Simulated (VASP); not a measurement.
Wanted: the native input for a VASP 6.6.1 run.

| Quantity | Value |
| --- | --- |
| Task | single point |
| Functional | LDA |
| Potentials or basis | VASP PAW LDA potentials, release 64 (Hf_pv, N) |
| Cutoff | 520 eV |
| k mesh | 9 × 9 × 9 |
| Occupations | fermi-dirac, width 0.05 eV |
| Spin | no spin polarisation |
| Dipole correction | no |
| Further INCAR settings | ALGO = Normal; EDIFF = 1e-07; NBANDS = 14 |

The structure of HfN lies in POSCAR:

```
HfN
1.0
    2.8622057106      0.0000000000      0.0000000000
    0.0000000000      2.8622057106      0.0000000000
    0.0000000000      0.0000000000      2.8622057106
Hf N
1 1
Direct
    0.5000000000      0.5000000000      0.5000000000
    0.0000000000      0.0000000000      0.0000000000
```

One way to write it, as run:

INCAR

```
ALGO = Normal
EDIFF = 1E-7
ENCUT = 520
ISIF = 2
ISMEAR = -1
LASPH = True
LCHARG = False
LREAL = False
LWAVE = False
NBANDS = 14
NELM = 100
PREC = Accurate
SIGMA = 0.05
```

KPOINTS

```
k-points
0
Gamma
  9 9 9
```

Potentials or basis: VASP PAW LDA potentials, release 64 (Hf_pv, N).

Command:

```console
$ cat potpaw_LDA.64/Hf_pv/POTCAR potpaw_LDA.64/N/POTCAR > POTCAR
$ mpirun -np 1 vasp_std > vasp.out
```

Results of the run:

| Item | Value |
| --- | --- |
| Pressure | -24.0 GPa |

Run time: 6.6 s on 1 thread of AMD EPYC 9R45 96-Core Processor (Zen 5) (shared host), peak memory 0.1 GiB.
